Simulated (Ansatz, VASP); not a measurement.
This is a calculation of FeO for Ansatz 0.2.0.

input.yaml

```yaml
crystal:
  lattice:
    - [-1.6127136786, 1.6127136786, 2.0971899518]
    - [1.6127136786, -1.6127136786, 2.0971899518]
    - [1.6127136786, 1.6127136786, -2.0971899518]
  atoms:
    - { symbol: Fe, position: [0.0, 0.0, 0.0], spin: 3.0 }
    - { symbol: O, position: [0.5, 0.5, 0.0] }
kpoints:
  mp_grid: { grid: [12, 12, 12] }
scf:
  occupations: { method: fermi_dirac, width: 0.05 }
hamiltonian:
  xc: lda
  pseudopotentials: { kind: all_electron, lapw: { basis_error: 0.001 } }
magnetization:
  spin_polarized: true
output:
  forces: true
  stress: true
  eigenvalues: true
```

Potentials or basis: all-electron LAPW, scalar-relativistic.

Command:

```bash
$ ansatz run input.yaml --threads 2 --pin off --max-ram 6144MiB --backend cpu --events-out ev --progress --plain --runs-dir out
```

Q: Translate it to VASP 6.6.1. Potentials there: VASP PAW LDA potentials, release 64 (Fe, O).

A: As run (the cutoff follows the program's own potentials):

INCAR

```
SYSTEM = FeO
PREC     = Accurate       ! precision mode
ENCUT    = 520            ! plane-wave cutoff, eV
EDIFF    = 1E-6           ! SCF threshold, eV
ISMEAR   = -1             ! smearing method
SIGMA    = 0.05           ! smearing width, eV
LREAL    = .False.        ! projectors in reciprocal space
LASPH    = .True.         ! aspherical terms in the spheres
NELM     = 150            ! most SCF steps
ALGO     = Normal         ! electronic algorithm
ISIF     = 2              ! what is computed and relaxed
LWAVE    = .False.        ! write WAVECAR
LCHARG   = .True.         ! write CHGCAR
ISPIN    = 2              ! spin polarisation
MAGMOM   = 3 0            ! initial moments
LORBIT   = 11             ! projections on sites
LMAXMIX  = 4              ! l up to which the mixer works
GGA      = CA             ! functional
LELF     = .True.         ! ELF
LVHAR    = .True.       
NBANDS   = 18             ! bands
```

KPOINTS

```
regular mesh
0
Gamma
  12 12 12
  0 0 0
```

File POSCAR:

```
FeO
1.0
   -1.6127136786      1.6127136786      2.0971899518
    1.6127136786     -1.6127136786      2.0971899518
    1.6127136786      1.6127136786     -2.0971899518
Fe O
1 1
Direct
    0.0000000000      0.0000000000      0.0000000000
    0.5000000000      0.5000000000      0.0000000000
```

Potentials or basis: VASP PAW LDA potentials, release 64 (Fe, O).

The run is started by

```console
$ cat potpaw_LDA.64/Fe/POTCAR potpaw_LDA.64/O/POTCAR > POTCAR
$ mpirun -np 1 vasp_std > vasp.out
```

Both were run:

|  | VASP | Ansatz | Ansatz less VASP |
| --- | --- | --- | --- |
| gap on the k mesh at the Fermi level (eV) | none | none | - |
| pressure (GPa) | -24.5 | -24.7 | -0.13 |
| traceless stress, the component that is largest in VASP (GPa) | 0.21 | -0.02 | -0.227 |
| net moment per atom (μB) | 2.00 | 2.00 | +0.003 |
| size of the moment on the site where the two differ most (μB) | 0.31 | 0.32 | +0.016 |

LDA's correlation is that of Perdew and Zunger in VASP and of Perdew and Wang (1992) in Ansatz. Site moments also hang on the region over which each program counts them. A gap of «none» marks a metal or a gap that the smearing closes. Ansatz ran all-electron here, and VASP with PAW potentials.
